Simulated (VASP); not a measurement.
# Ca (I4/mmm) in VASP: further runs, part 2 of 2

VASP 6.6.1. The steps go on from the part before.

**5. Single point, PBE**

This run uses another cell than the first one, of 34.96 Å³/atom, 2.557 times its volume.

Input file INCAR:

```
PREC = Accurate
ENCUT = 520
EDIFF = 1E-6
ISMEAR = 0
SIGMA = 0.1
LREAL = False
LASPH = True
NELM = 80
ALGO = Fast
ISIF = 2
LWAVE = False
LCHARG = False
GGA = PE
NBANDS = 11
```

Input file KPOINTS:

```
regular mesh
0
Gamma
  14 14 14
```

Input file POSCAR:

```
Ca
1.0
   -2.0635867071      2.0635867071      2.0526302876
    2.0635867071     -2.0635867071      2.0526302876
    2.0635867071      2.0635867071     -2.0526302876
Ca
1
Direct
    0.5000000000      0.5000000000      0.0000000000
```

Potentials or basis: VASP PAW PBE potentials, release 64 (Ca_sv).

Run with:

```bash
> cat potpaw_PBE.64/Ca_sv/POTCAR > POTCAR
> mpirun -np 1 vasp_std > vasp.out
```

OUTCAR:

```text
PREC = Accurate
   ENCUT = 520
   EDIFF = 1E-6
   ISMEAR = 0
   LREAL = False
   LASPH = True
   NELM = 80
   ISIF = 2
   GGA = PE

 ion  position               nearest neighbor table
   1  0.500  0.500  0.000-

  LATTYP: Found a body centered tetragonal cell.
 ALAT       =     4.1271734142
 C/A-ratio  =     0.9946905941

  Lattice vectors:

 A1 = (  -2.0635867071,   2.0635867071,   2.0526302876)
 A2 = (   2.0635867071,  -2.0635867071,   2.0526302876)
 A3 = (   2.0635867071,   2.0635867071,  -2.0526302876)
[... 515 lines left out ...]
     11      10.2895      0.00000

 [... further k-points ...]

------------------------ aborting loop because EDIFF is reached ----------------------------------------

  FORCE on cell =-STRESS in cart. coord.  units (eV):
  Direction    XX          YY          ZZ          XY          YZ          ZX
  --------------------------------------------------------------------------------------
  -------------------------------------------------------------------------------------
  Total        0.8776470      0.8776470      0.8824462      0.0000000      0.0000000      0.0000000
  in kB       40.2174287     40.2174287     40.4373486      0.0000000      0.0000000      0.0000000
  external PRESSURE =      40.2907353 kB  Pullay stress =       0.0000000 kB

 VOLUME and BASIS-vectors are now :
 -----------------------------------------------------------------------------
  energy-cutoff  :      520.00
  volume of cell :       34.96
      direct lattice vectors                 reciprocal lattice vectors
    -2.063586707  2.063586707  2.052630288     0.000000000  0.242296579  0.243589897
     2.063586707 -2.063586707  2.052630288     0.242296579  0.000000000  0.243589897
     2.063586707  2.063586707 -2.052630288     0.242296579  0.242296579  0.000000000

 POSITION                                       TOTAL-FORCE (eV/Angst)
 -----------------------------------------------------------------------------------
      0.00000      0.00000      2.05263        -0.000000     -0.000000      0.000000
 -----------------------------------------------------------------------------------
    total drift:                                0.000000     -0.000000      0.000000

  FREE ENERGIE OF THE ION-ELECTRON SYSTEM (eV)
  ---------------------------------------------------
  free  energy   TOTEN  =        -1.8360422699 eV

  energy  without entropy=       -1.8304958527  energy(sigma->0) =       -1.83326906
```

OSZICAR:

```text
N       E                     dE             d eps       ncg     rms          rms(c)
DAV:   1     0.723730837183E+02    0.72373E+02   -0.54572E+03  5368   0.835E+02
DAV:   2     0.147528487292E+01   -0.70898E+02   -0.70134E+02  5824   0.227E+02
DAV:   3    -0.168591850552E+01   -0.31612E+01   -0.31302E+01  9226   0.413E+01
DAV:   4    -0.185685285576E+01   -0.17093E+00   -0.17057E+00  6853   0.533E+00
DAV:   5    -0.185797900996E+01   -0.11262E-02   -0.11261E-02  7417   0.561E-01    0.203E+00
RMM:   6    -0.184114354019E+01    0.16835E-01   -0.11855E-02  5626   0.114E+00    0.126E+00
RMM:   7    -0.183625528075E+01    0.48883E-02   -0.22107E-02  6196   0.174E+00    0.114E-01
RMM:   8    -0.183587120188E+01    0.38408E-03   -0.49675E-03  6412   0.845E-01    0.278E-02
RMM:   9    -0.183600131198E+01   -0.13011E-03   -0.12741E-03  8112   0.394E-01    0.203E-02
RMM:  10    -0.183603433602E+01   -0.33024E-04   -0.22108E-04  8245   0.147E-01    0.581E-03
RMM:  11    -0.183604172177E+01   -0.73858E-05   -0.48660E-05  8389   0.627E-02    0.518E-03
RMM:  12    -0.183604128583E+01    0.43594E-06   -0.11142E-05  7581   0.319E-02    0.387E-03
RMM:  13    -0.183604226995E+01   -0.98411E-06   -0.27898E-06  6473   0.174E-02
   1 F= -.18360423E+01 E0= -.18332691E+01  d E =-.554642E-02
```

stdout:

```text
POSCAR found type information on POSCAR Ca
 POSCAR found :  1 types and       1 ions
 scaLAPACK will be used
 LDA part: xc-table for (Slater+PW92), standard interpolation
 POSCAR, INCAR and KPOINTS ok, starting setup
 FFT: planning ... GRIDC
 FFT: planning ... GRID_SOFT
 FFT: planning ... GRID
 WAVECAR not read
 entering main loop
WARNING in EDDRMM: call to ZHEGV failed, returncode =   6  3      5
WARNING in EDDRMM: call to ZHEGV failed, returncode =   8  4      5
WARNING in EDDRMM: call to ZHEGV failed, returncode =   8  4      5
WARNING in EDDRMM: call to ZHEGV failed, returncode =   6  3     11
```

Wall time 45 s (1 thread of Intel Xeon 6975P-C (Granite Rapids), shared host); peak memory 0.22 GiB.

What came out:

```yaml
Free_energy: -1.8360 eV
Pressure: 4.0 GPa
Band_gap_on_the_k_mesh: zero (band 5 reaches 3.11 eV, above the bottom of band 6 at 2.63 eV)
```

**6. Single point, PBE**

This run uses another cell than the first one, of 39.77 Å³/atom, 2.909 times its volume.

Input file INCAR:

```
ALGO     = Fast           # electronic algorithm
EDIFF    = 1E-6           # SCF threshold, eV
ENCUT    = 520            # plane-wave cutoff, eV
GGA      = PE             # functional
ISIF     = 2              # what is computed and relaxed
ISMEAR   = 0              # smearing method
LASPH    = T              # aspherical terms in the spheres
LCHARG   = F              # write CHGCAR
LREAL    = F              # projectors in reciprocal space
LWAVE    = F              # write WAVECAR
NBANDS   = 11             # bands
NELM     = 60             # most SCF steps
PREC     = Accurate       # precision mode
SIGMA    = 0.1            # smearing width, eV
```

Input file KPOINTS:

```
k-points
0
Gamma
  14 14 14
```

Input file POSCAR:

```
Ca
1.0
   -2.1545431871      2.1545431871      2.1420199680
    2.1545431871     -2.1545431871      2.1420199680
    2.1545431871      2.1545431871     -2.1420199680
Ca
1
Direct
    0.5000000000      0.5000000000      0.0000000000
```

Potentials or basis: VASP PAW PBE potentials, release 64 (Ca_sv).

Run with:

```bash
> cat potpaw_PBE.64/Ca_sv/POTCAR > POTCAR
> mpirun -np 1 vasp_std > vasp.out
```

Wall time 44 s (1 thread of Intel Xeon 6975P-C (Granite Rapids), shared host); peak memory 0.23 GiB.

It converged, with:

```
Free energy            : -1.9089 eV
Pressure               : 1.0 GPa
Band gap on the k mesh : zero (band 5 reaches 2.50 eV, above the bottom of band 6 at 2.22 eV)
```

Levels at points of the mesh, in eV from the Fermi level:
| k point | band 3 | band 4 | band 5 | band 6 | band 7 | band 8 |
| --- | --- | --- | --- | --- | --- | --- |
| (0.00, 0.00, 0.00) | -22.83 | -22.83 | -4.19 | 2.35 | 2.38 | 2.38 |
| (0.50, 0.00, 0.00) | -22.89 | -22.83 | -0.95 | 0.03 | 1.33 | 3.41 |
| (0.50, 0.50, 0.00) | -22.89 | -22.83 | -0.96 | 0.00 | 1.37 | 3.38 |
| (0.50, 0.50, 0.50) | -22.96 | -22.96 | -0.04 | -0.03 | 4.13 | 4.13 |

**7. Summary**

| cell | k mesh | gap on the mesh (eV) | pressure (GPa) |
| --- | --- | --- | --- |
| a = 2.609 Å, angles 109.5°, 1 atom | 18 × 18 × 18 | none | 91.4 |
| a = 3.329 Å, angles 109.4, 109.4, 109.7°, 1 atom | 14 × 14 × 14 | none | 12.0 |
| a = 3.110 Å, angles 109.4, 109.4, 109.6°, 1 atom | 16 × 16 × 16 | none | 25.1 |
| a = 3.568 Å, angles 109.3, 109.3, 109.8°, 1 atom | 14 × 14 × 14 | none | 4.0 |
| a = 3.725 Å, angles 109.3, 109.3, 109.8°, 1 atom | 14 × 14 × 14 | none | 1.0 |

Alike in all rows: task single point; level PBE; potentials or basis VASP PAW PBE potentials, release 64 (Ca_sv); no spin polarisation; cutoff (eV) 520; smearing gaussian 0.1 eV.

Absolute energies hang on the potentials; compare differences alone.
